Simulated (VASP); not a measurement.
RbBH4, 6 atoms in the cell. Symmetry: F-43m, No. 216, cubic system. The conventional cell has a = 6.896 Å, b = 6.896 Å, c = 6.896 Å, α = 90.00°, β = 90.00°, γ = 90.00°. Within 3.8 Å of Rb (site symmetry -43m) lie 12 H at 2.92 Å and 6 B at 3.45 Å. Within 1.6 Å of B (site symmetry -43m) lie 4 H at 1.22 Å. H (site symmetry 3m) has 1 B at 1.22 Å within 1.6 Å. 

```yaml
Program: VASP 6.6.1
Task: single point
Functional: r2SCAN
Dispersion: D4
Potentials_or_basis: VASP PAW PBE potentials, release 64 (Rb_sv, B, H)
Cutoff: 520 eV
k_mesh: 4 × 4 × 4
Occupations: gaussian, width 0.01 eV
Spin: no spin polarisation
Dipole_correction: no
Further_INCAR_settings: ALGO = Normal; EDIFF = 1e-06; NBANDS = 17
```

Potentials or basis: VASP PAW PBE potentials, release 64 (Rb_sv, B, H).

Launch:

```bash
$ cat potpaw_PBE.64/Rb_sv/POTCAR potpaw_PBE.64/B/POTCAR potpaw_PBE.64/H/POTCAR > POTCAR
$ cp INCAR.step1 INCAR
$ mpirun -np 1 vasp_std > vasp.out
$ cp INCAR.step2 INCAR
$ mpirun -np 1 vasp_std > vasp.out
```

Hardware: 1 thread of Intel(R) Xeon(R) Platinum 8488C (Sapphire Rapids), on a shared host.

Estimate the wall time of this run.

It took 34 s on 1 thread of Intel(R) Xeon(R) Platinum 8488C (Sapphire Rapids), on a shared host, peak memory 0.21 GiB. Counts: k points 8.
